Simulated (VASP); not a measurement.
# S (R-3) in VASP: further runs, part 2 of 2

VASP 6.6.1. Earlier steps stand in the parts before.

## (6) Single point, PBEsol+D3(BJ)

This run uses another cell than the first one, of 24.10 Å³/atom.

Input file INCAR:

```
ALGO = Normal
EDIFF = 1E-6
ENCUT = 520
GGA = PS
ISIF = 2
ISMEAR = -1
IVDW = 12
LASPH = True
LCHARG = False
LREAL = False
LWAVE = False
NBANDS = 27
NELM = 100
PREC = Accurate
SIGMA = 0.05
```

Input file KPOINTS:

```
k-points
0
Gamma
  7 7 7
```

Input file POSCAR:

```
S
1.0
    5.4090000000      3.1228876060      1.4266666667
   -5.4090000000      3.1228876060      1.4266666667
    0.0000000000     -6.2457752121      1.4266666667
S
6
Direct
    0.8517000000      0.0827000000      0.7491000000
    0.0827000000      0.7491000000      0.8517000000
    0.7491000000      0.8517000000      0.0827000000
    0.1483000000      0.9173000000      0.2509000000
    0.9173000000      0.2509000000      0.1483000000
    0.2509000000      0.1483000000      0.9173000000
```

Potentials or basis: VASP PAW PBE potentials, release 64 (S).

The run is started by

```console
$ cat potpaw_PBE.64/S/POTCAR > POTCAR
$ mpirun -np 1 vasp_std > vasp.out
```

OUTCAR:

```text
EDIFF = 1E-6
   ENCUT = 520
   GGA = PS
   ISIF = 2
   ISMEAR = -1
   IVDW = 12
   LASPH = True
   LREAL = False
   NELM = 100
   PREC = Accurate
 IVDW          = 12

 ion  position               nearest neighbor table
   1  0.852  0.083  0.749-   6 2.06   5 2.06
   2  0.083  0.749  0.852-   6 2.06   4 2.06
   3  0.749  0.852  0.083-   5 2.06   4 2.06
   4  0.148  0.917  0.251-   3 2.06   2 2.06
   5  0.917  0.251  0.148-   3 2.06   1 2.06
   6  0.251  0.148  0.917-   2 2.06   1 2.06

  LATTYP: Found a trigonal (rhomboedric) cell.
 ALAT       =     6.4066438778
 COS(alpha) =    -0.4256167551

  Lattice vectors:

 A1 = (   5.4090000000,   3.1228876060,   1.4266666667)
 A2 = (  -5.4090000000,   3.1228876060,   1.4266666667)
 A3 = (   0.0000000000,  -6.2457752121,   1.4266666667)

Analysis of symmetry for initial positions (statically):
=====================================================================
 Subroutine PRICEL returns:
 Original cell was already a primitive cell.

 Routine SETGRP: Setting up the symmetry group for a
 trigonal (rhombohedral) supercell.

[... 177 lines left out ...]
 fundamental gap:      2.0988432496
 Fermi energy:         3.6293294216

 k-point     1 :       0.0000    0.0000    0.0000
  band No.  band energies     occupation
      1     -14.2490      2.00000
      2     -12.2685      2.00000
      3     -12.2685      2.00000
      4      -8.9974      2.00000
      5      -8.9974      2.00000
      6      -6.0809      2.00000
[... 709 lines left out ...]
     26       9.9086      0.00000
     27      10.4251      0.00000

 [... further k-points ...]

------------------------ aborting loop because EDIFF is reached ----------------------------------------

 Edisp (eV)   -1.17594

 E8    (eV) :    -0.6754

  FORCE on cell =-STRESS in cart. coord.  units (eV):
  Direction    XX          YY          ZZ          XY          YZ          ZX
  --------------------------------------------------------------------------------------
  -------------------------------------------------------------------------------------
  Total      -0.74656    -0.74656    -1.27983     0.00000     0.00000    -0.00000
  in kB      -8.27235    -8.27235   -14.18125     0.00000     0.00000    -0.00000
  external pressure =      -10.24 kB  Pullay stress =        0.00 kB

 VOLUME and BASIS-vectors are now :
 -----------------------------------------------------------------------------
  energy-cutoff  :      520.00
  volume of cell :      144.59
      direct lattice vectors                 reciprocal lattice vectors
     5.409000000  3.122887606  1.426666667     0.092438528  0.053369409  0.233644860
    -5.409000000  3.122887606  1.426666667    -0.092438528  0.053369409  0.233644860
     0.000000000 -6.245775212  1.426666667     0.000000000 -0.106738818  0.233644860

 POSITION                                       TOTAL-FORCE (eV/Angst)
 -----------------------------------------------------------------------------------
      4.15952     -1.76068      2.40179        -0.139874      0.168064     -0.009771
     -3.60456     -2.72191      2.40179         0.215484      0.037102     -0.009771
     -0.55496      4.48259      2.40179        -0.075611     -0.205166     -0.009771
     -4.15952      1.76068      1.87821         0.139874     -0.168064      0.009771
      3.60456      2.72191      1.87821        -0.215484     -0.037102      0.009771
      0.55496     -4.48259      1.87821         0.075611      0.205166      0.009771
 -----------------------------------------------------------------------------------
    total drift:                               -0.000000      0.000000      0.000000

  FREE ENERGIE OF THE ION-ELECTRON SYSTEM (eV)
  ---------------------------------------------------
  free  energy   TOTEN  =       -27.2440134075 eV

  energy  without entropy=      -27.2440134071  energy(sigma->0) =      -27.24401341
```

Wall time 2.7 min (1 thread of AMD EPYC 9R45 (Zen 5), shared host); peak memory 0.35 GiB.

Results:

```
Free energy                : -27.2440 eV
Pressure                   : -1.0 GPa
Largest force              : 0.219 eV/Å
Band gap on the k mesh     : 2.10 eV (least direct gap 2.18 eV)
Dispersion energy per atom : -0.196 eV
```

Forces on the atoms (eV/Å):
```
S   -0.140  0.168 -0.010
S    0.215  0.037 -0.010
S   -0.076 -0.205 -0.010
S    0.140 -0.168  0.010
S   -0.215 -0.037  0.010
S    0.076  0.205  0.010
```

Stress tensor (GPa, compression positive):
```
-0.83  0.00  0.00
 0.00 -0.83  0.00
 0.00  0.00 -1.42
```

Caveat: three body term missing; the PAW data sets were made with another functional, which shifts forces and pressure a little. A k mesh can miss the band edges.

## (7) The runs side by side

```csv
level,cell,gap on the mesh (eV),pressure (GPa),largest force (eV/Å)
PBEsol+D3(BJ),"a = 6.044 Å, angles 115.4°, 6 atoms, atomic positions A",1.79,-0.4,0.10
PBEsol+D3(BJ),"a = 6.060 Å, angles 115.4°, 6 atoms, atomic positions B",1.81,-0.7,0.10
PBEsol+D4,"a = 6.079 Å, angles 115.3°, 6 atoms, atomic positions C",1.84,-0.4,0.10
PBEsol,"a = 6.189 Å, angles 114.6°, 6 atoms, atomic positions D",2.09,-0.4,0.10
PBEsol+D3(BJ),"a = 6.407 Å, angles 115.2°, 6 atoms, atomic positions E",2.10,-1.0,0.22
```

Alike in all rows: task single point; potentials or basis VASP PAW PBE potentials, release 64 (S); no spin polarisation; k mesh 7 × 7 × 7; cutoff (eV) 520; smearing fermi-dirac 0.05 eV.

Caveats: the PAW data sets were made with another functional, which shifts forces and pressure a little; three body term missing (at least some runs); this functional lacks dispersion, which holds the molecules together, so the pressure and a relaxed volume are unreliable (at least some runs).

Total energies depend on the potentials used, so only differences within one code and one set of settings carry meaning.
